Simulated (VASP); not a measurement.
A run of VASP 6.6.1 is set up as follows.

Contents of INCAR:

```
SYSTEM = C
PREC = Accurate ; ENCUT = 520
EDIFF = 1E-6 ; ISMEAR = -1
SIGMA = 0.05 ; LREAL = .False.
LASPH = .True. ; NELM = 60
ALGO = Normal ; ISIF = 2
LWAVE = .False. ; LCHARG = .False.
GGA = CA ; NBANDS = 36
```

File KPOINTS:

```
regular mesh
0
Gamma
  12 12 3
  0 0 0
```

The input POSCAR:

```
C
1.0
    2.4880133891      0.0000000000      0.0000000000
   -1.2440066945      2.1546827999      0.0000000000
    0.0000000000      0.0000000000     12.1887106107
C
12
Direct
    0.6666666667      0.3333333333      0.3541700000
    0.3333333333      0.6666666667      0.8541700000
    0.6666666667      0.3333333333      0.1458300000
    0.3333333333      0.6666666667      0.6458300000
    0.6666666667      0.3333333333      0.4791700000
    0.3333333333      0.6666666667      0.9791700000
    0.6666666667      0.3333333333      0.0208300000
    0.3333333333      0.6666666667      0.5208300000
    0.0000000000      0.0000000000      0.8125000000
    0.0000000000      0.0000000000      0.3125000000
    0.0000000000      0.0000000000      0.6875000000
    0.0000000000      0.0000000000      0.1875000000
```

Potentials or basis: VASP PAW LDA potentials, release 64 (C).

Launch:

```bash
$ cat potpaw_LDA.64/C/POTCAR > POTCAR
$ mpirun -np 1 vasp_std > vasp.out
```

Q: What does it give for the band gap on the k mesh?

A: 4.46 eV (least direct gap 5.35 eV).

Q: Estimate the pressure.

A: 7.5 GPa.

Q: What does it give for the largest force?

A: 0.363 eV/Å.

Stress tensor (GPa, compression positive):
```
 4.37  0.00  0.00
 0.00  4.37  0.00
 0.00  0.00 13.61
```

Caveat: the cell stands under pressure; an odd mesh through Γ misses points on the zone boundary, where band edges can lie.
